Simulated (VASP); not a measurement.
A run of VASP 6.6.1 is set up as follows.

Contents of INCAR:

```
SYSTEM = Cu3Rh
  ALGO = Normal
  EDIFF = 1E-6
  ENCUT = 520
  ISIF = 2
  ISMEAR = 1
  LASPH = .TRUE.
  LCHARG = .FALSE.
  LREAL = .FALSE.
  LWAVE = .FALSE.
  NBANDS = 32
  NELM = 100
  PREC = Accurate
  SIGMA = 0.05
```

File KPOINTS:

```
k-points
0
G
  9 9 9
  0 0 0
```

File POSCAR:

```
Cu3Rh
1.0
   -1.8373872000      1.8373872000      3.6006280000
    1.8373872000     -1.8373872000      3.6006280000
    1.8373872000      1.8373872000     -3.6006280000
Cu Rh
3 1
Direct
    0.7500000000      0.2500000000      0.5000000000
    0.2500000000      0.7500000000      0.5000000000
    0.5000000000      0.5000000000      0.0000000000
    0.0000000000      0.0000000000      0.0000000000
```

Potentials or basis: VASP PAW LDA potentials, release 64 (Cu, Rh_pv).

Launch:

```bash
$ cat potpaw_LDA.64/Cu/POTCAR potpaw_LDA.64/Rh_pv/POTCAR > POTCAR
$ mpirun -np 1 vasp_std > vasp.out
```

(1) Estimate the pressure.

(2) Estimate the band gap on the k mesh.

Answers

(1) -8.0 GPa.

(2) zero (band 24 reaches 8.59 eV, above the bottom of band 25 at 8.28 eV).
